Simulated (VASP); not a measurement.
Input of a VASP 6.6.1 run:

The input INCAR:

```
SYSTEM = InW2
ALGO = Normal
EDIFF = 1E-7
EDIFFG = -0.01
ENCUT = 600
GGA = PS
IBRION = 2
ISIF = 3
ISMEAR = -1
LASPH = .TRUE.
LCHARG = .FALSE.
LREAL = .FALSE.
LWAVE = .FALSE.
NELM = 100
NSW = 60
PREC = Accurate
PSTRESS = 200.0
SIGMA = 0.0478
```

Contents of KPOINTS:

```
k-points
0
G
  8 8 8
  0 0 0
```

Contents of POSCAR:

```
InW2
1.0
    3.4990075400      0.0000000000      0.0000000000
   -1.7495032700      3.0302310800      0.0000000000
   -1.7495032700      1.0100773600      5.9002898400
In W
1 2
Direct
    0.0000000000      0.0000000000      0.0000000000
    0.2500000000      0.7500000000      0.7500000000
    0.7500000000      0.2500000000      0.2500000000
```

Potentials or basis: VASP PAW PBE potentials, release 64 (In_d, W_sv).

Run with:

```console
$ cat potpaw_PBE.64/In_d/POTCAR potpaw_PBE.64/W_sv/POTCAR > POTCAR
$ mpirun -np 1 vasp_std > vasp.out
```

Problem. What does it give for the space group after relaxing (to 0.05 Å)?

Solution. R-3m (No. 166).

Problem. Predict the relaxed volume.

Solution. 16.32 Å³/atom.

Problem. Predict the relaxed cell.

Solution. a = 2.940 Å, b = 2.940 Å, c = 6.756 Å, α = 77.43°, β = 102.57°, γ = 120.00°.

Final structure:
```
In W
1.0
     2.94015    0.00000    0.00000
    -1.47008    2.54625    0.00000
    -1.47008    0.84875    6.53955
In W
1 2
Direct
  0.00000 0.00000 0.00000
  0.21479 0.78521 0.64436
  0.78521 0.21479 0.35564
```

Caveat: the cell is relaxed towards a set pressure, so the enthalpy falls and the energy may rise; the volume moved by over 15 % at a fixed basis, so the end points are rough; the PAW data sets were made with another functional, which shifts forces and pressure a little.
